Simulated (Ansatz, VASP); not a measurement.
**KF in VASP and in Ansatz**

```xyz
2
Lattice="0.0000 2.6542 2.6542 2.6542 0.0000 2.6542 2.6542 2.6542 0.0000" Properties=species:S:1:pos:R:3 pbc="T T T"
K     0.0000    0.0000    0.0000
F     2.6542    2.6542    2.6542
```

Change from the starting cell: unstrained.

Alike in both runs: task single point; functional PBEsol; k mesh 8 × 8 × 8; no spin polarisation.

```csv
,VASP,Ansatz
version,VASP 6.6.1,Ansatz 0.2.0
potentials or method,"VASP PAW PBE potentials, release 64 (K_sv, F), cutoff 520 eV","all-electron LAPW, scalar-relativistic"
occupations,"gaussian, width 0.01 eV",fixed
```

|  | VASP | Ansatz | Ansatz less VASP |
| --- | --- | --- | --- |
| gap on the k mesh at the Fermi level (eV) | 6.13 | 6.14 | +0.012 |
| pressure (GPa) | 0.0 | 0.0 | -0.06 |

VASP's potentials were made for PBE, not for PBEsol. Ansatz ran all-electron here, and VASP with PAW potentials.
